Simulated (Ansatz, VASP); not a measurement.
Ta2N: VASP beside Ansatz

Contents of INCAR:

```
SYSTEM = Ta2N
ALGO     = Normal         ! electronic algorithm
EDIFF    = 1E-6           ! SCF threshold, eV
ENCUT    = 520            ! plane-wave cutoff, eV
GGA      = PS             ! functional
ISIF     = 2              ! what is computed and relaxed
ISMEAR   = 0              ! smearing method
LASPH    = .True.         ! aspherical terms in the spheres
LCHARG   = .True.         ! write CHGCAR
LELF     = .True.         ! ELF
LREAL    = .False.        ! projectors in reciprocal space
LVHAR    = .True.       
LWAVE    = .False.        ! write WAVECAR
NBANDS   = 20             ! bands
NELM     = 80             ! most SCF steps
PREC     = Accurate       ! precision mode
SIGMA    = 0.15           ! smearing width, eV
```

File KPOINTS:

```
k-points
0
Gamma
  18 18 10
  0 0 0
```

Contents of POSCAR:

```
Ta2N
1.0
    3.0241136458      0.0000000000      0.0000000000
   -1.5120568229      2.6189592412      0.0000000000
    0.0000000000      0.0000000000      4.5984672099
Ta N
2 1
Direct
    0.6666666667      0.3333333333      0.7463700642
    0.3333333333      0.6666666667      0.2536299358
    0.0000000000      0.0000000000      0.0000000000
```

Input for Ansatz:

```yaml
crystal:
  lattice:
    - [3.0241136458, 0.0, 0.0]
    - [-1.5120568229, 2.6189592412, 0.0]
    - [0.0, 0.0, 4.5984672099]
  atoms:
    - { symbol: Ta, position: [0.6666666667, 0.3333333333, 0.7463700642] }
    - { symbol: Ta, position: [0.3333333333, 0.6666666667, 0.2536299358] }
    - { symbol: "N", position: [0.0, 0.0, 0.0] }
basis:
  ecutwfc: 520.0
kpoints:
  mp_grid: { grid: [18, 18, 10] }
hamiltonian:
  xc: pbesol
  pseudopotentials: { kind: paw, azcp: { folder: soft_1 } }
scf:
  occupations: { method: gaussian, width: 0.15 }
output:
  forces: true
  stress: true
  eigenvalues: true
  write_density: true
  write_potential: true
  elf: true
  volumetric_format: npy
```

Alike in both runs: task single point; functional PBEsol; k mesh 18 × 18 × 10; occupations gaussian, width 0.15 eV; no spin polarisation.

```csv
,VASP,Ansatz
version,VASP 6.6.1,Ansatz 0.2.0
potentials or method,"VASP PAW PBE potentials, release 64 (Ta_pv, N), cutoff 520 eV","scalar-relativistic, plane waves, PAW"
valence electrons in the cell,27,31
```

```csv
,VASP,Ansatz,Ansatz less VASP
gap on the k mesh at the Fermi level (eV),none,none,-
rms of the force components (eV/Å),0.209,0.176,-0.0332
```

VASP's potentials were made for PBE, not for PBEsol, and Ansatz warns of the same on its side. Atom by atom the forces differ by 0.033 eV/Å (rms over components). A gap of «none» marks a metal or a gap that the smearing closes. VASP's potentials hold 27 valence electrons a cell and Ansatz's 31, so a difference there can come from the potentials and not from the codes.

Spin-orbit coupling is off throughout.
